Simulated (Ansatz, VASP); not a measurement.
# One calculation of Mg2CdSe3, two programs

```
Mg Cd Se
1.0
     4.29619   -0.00069   -0.00807
    -2.14861    3.71568    0.01362
    -0.03990    0.05582   20.92203
Mg Cd Se
4 2 6
Cartesian
  2.1371 1.2503 3.5023
  2.1178 1.2824 17.3723
  -0.0139 2.4920 6.9191
  -0.0270 2.5183 13.9722
  2.1334 1.2591 10.4838
  0.0038 2.4713 0.0301
  2.1329 1.2561 6.1024
  2.1199 1.2819 13.1656
  2.1114 1.2906 19.9786
  -0.0121 2.4896 2.7130
  -0.0161 2.4979 9.5234
  -0.0312 2.5213 16.5723
```

Change from the starting cell: cell x1, atoms moved at random (sigma 0.05 Å) and cell strained at random (1.5 %), then relaxed without symmetry.

Alike in both runs: functional PBE; k mesh 6 × 6 × 1; occupations gaussian, width 0.1 eV; no spin polarisation.

Ansatz relaxed the structure, and its values are those at the end. VASP's run is a single point on that final structure, the one shown.

|  | VASP | Ansatz |
| --- | --- | --- |
| version | VASP 6.6.1 | Ansatz 0.2.0 |
| potentials or method | VASP PAW PBE potentials, release 64 (Mg, Cd, Se), cutoff 520 eV | scalar-relativistic, plane waves, PAW |
| valence electrons in the cell | 68 | 176 |

|  | VASP | Ansatz | Ansatz less VASP |
| --- | --- | --- | --- |
| gap on the k mesh at the Fermi level (eV) | 1.54 | 1.54 | +0.004 |
| least direct gap on the mesh (eV) | 1.54 | 1.54 | +0.004 |
| pressure (GPa) | 0.1 | 0.1 | -0.06 |
| rms of the force components (eV/Å) | 0.009 | 0.006 | -0.0026 |

VASP's potentials hold 68 valence electrons a cell and Ansatz's 176, so a difference there can come from the potentials and not from the codes.
